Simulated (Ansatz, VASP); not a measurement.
## One calculation of Al2Cu, two programs

```
CELL_PARAMETERS angstrom
4.02500 0.00000 0.00000
0.00000 4.02500 0.00000
0.00000 0.00000 2.65400
ATOMIC_POSITIONS crystal
Al 0.50000 0.00000 0.50000
Al 0.00000 0.50000 0.50000
Cu 0.00000 0.00000 0.00000
```

Alike in both runs: task single point; functional PBE; k mesh 10 × 10 × 14; occupations gaussian, width 0.15 eV; no spin polarisation.

|  | VASP | Ansatz |
| --- | --- | --- |
| version | VASP 6.6.1 | Ansatz 0.2.0 |
| potentials or method | VASP PAW PBE potentials, release 64 (Al, Cu), cutoff 520 eV | scalar-relativistic, plane waves, PAW |
| valence electrons in the cell | 17 | 25 |

|  | VASP | Ansatz | Ansatz less VASP |
| --- | --- | --- | --- |
| gap on the k mesh at the Fermi level (eV) | none | none | - |
| pressure (GPa) | 16.6 | 16.5 | -0.16 |
| traceless stress, the component that is largest in VASP (GPa) | 4.88 | 4.97 | +0.084 |

A gap of «none» marks a metal or a gap that the smearing closes. VASP's potentials hold 17 valence electrons a cell and Ansatz's 25, so a difference there can come from the potentials and not from the codes.
